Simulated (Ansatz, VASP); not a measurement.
Sb: VASP beside Ansatz

```
CELL_PARAMETERS angstrom
0.00000 2.27385 2.27385
2.27385 0.00000 2.27385
2.27385 2.27385 0.00000
ATOMIC_POSITIONS crystal
Sb 0.00000 0.00000 0.00000
```

Change from the starting cell: volume scaled by 0.96.

Alike in both runs: task single point; functional PBE; k mesh 12 × 12 × 12; occupations fermi-dirac, width 0.05 eV; no spin polarisation.

|  | VASP | Ansatz |
| --- | --- | --- |
| version | VASP 6.6.1 | Ansatz 0.2.0 |
| potentials or method | VASP PAW PBE potentials, release 64 (Sb), cutoff 520 eV | all-electron LAPW, scalar-relativistic |

Ansatz gave:

```
pressure (GPa) : 12.9
```

Problem. What did VASP give for the same quantities?

Solution. Pressure (GPa): 12.8.

Ansatz ran all-electron here, and VASP with PAW potentials.

Spin-orbit coupling is off throughout.
